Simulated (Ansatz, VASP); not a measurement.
CdS: VASP beside Ansatz

File POSCAR:

```
CdS
1.0
    0.0000000000      2.9100000000      2.6772000000
    2.9100000000      0.0000000000      2.6772000000
    2.9100000000      2.9100000000      0.0000000000
Cd S
1 1
Direct
    0.0000000000      0.0000000000      0.0000000000
    0.7500000000      0.7500000000      0.7500000000
```

File INCAR.step1:

```
SYSTEM = CdS
  PREC = Accurate
  ENCUT = 520
  ISMEAR = 0
  SIGMA = 0.05
  LREAL = .FALSE.
  LASPH = .TRUE.
  NELM = 80
  NBANDS = 16
  GGA = PE
  ALGO = Normal
  EDIFF = 1E-4
  LWAVE = .TRUE.
  LCHARG = .FALSE.
```

File INCAR.step2:

```
SYSTEM = CdS
  PREC = Accurate
  ENCUT = 520
  EDIFF = 1E-7
  ISMEAR = 0
  SIGMA = 0.05
  LREAL = .FALSE.
  LASPH = .TRUE.
  NELM = 80
  ALGO = Normal
  ISIF = 2
  LWAVE = .FALSE.
  LCHARG = .FALSE.
  METAGGA = R2SCAN
  LMIXTAU = .TRUE.
  NBANDS = 16
  ISTART = 1
```

Contents of KPOINTS:

```
regular mesh
0
G
  8 8 8
  0 0 0
```

Input for Ansatz:

```yaml
crystal:
  lattice:
    - [0.0, 2.91, 2.6772]
    - [2.91, 0.0, 2.6772]
    - [2.91, 2.91, 0.0]
  atoms:
    - { symbol: Cd, position: [0.0, 0.0, 0.0] }
    - { symbol: S, position: [0.75, 0.75, 0.75] }
basis:
  ecutwfc: 500
kpoints:
  mp_grid: { grid: [8, 8, 8] }
hamiltonian:
  xc: r2scan
scf:
  occupations: { method: gaussian, width: 0.05 }
output:
  forces: true
  stress: true
  eigenvalues: true
```

Change from the starting cell: strain +0.000 along x and y, -0.080 along z, atoms carried along.

Alike in both runs: task single point; functional r2SCAN; k mesh 8 × 8 × 8; occupations gaussian, width 0.05 eV; no spin polarisation.

```csv
,VASP,Ansatz
version,VASP 6.6.1,Ansatz 0.2.0
potentials or method,"VASP PAW PBE potentials, release 64 (Cd, S), cutoff 520 eV","scalar-relativistic, plane waves, PAW"
valence electrons in the cell,18,26
```

```csv
,VASP,Ansatz,Ansatz less VASP
gap on the k mesh at the Fermi level (eV),1.65,1.64,-0.005
least direct gap on the mesh (eV),1.65,1.64,-0.005
pressure (GPa),9.0,8.5,-0.50
"traceless stress, the component that is largest in VASP (GPa)",0.21,0.24,+0.027
```

VASP's potentials were made for PBE, not for r2SCAN. The functional is the same, so the differences come from potentials, cutoffs and numerics. VASP's potentials hold 18 valence electrons a cell and Ansatz's 26, so a difference there can come from the potentials and not from the codes.
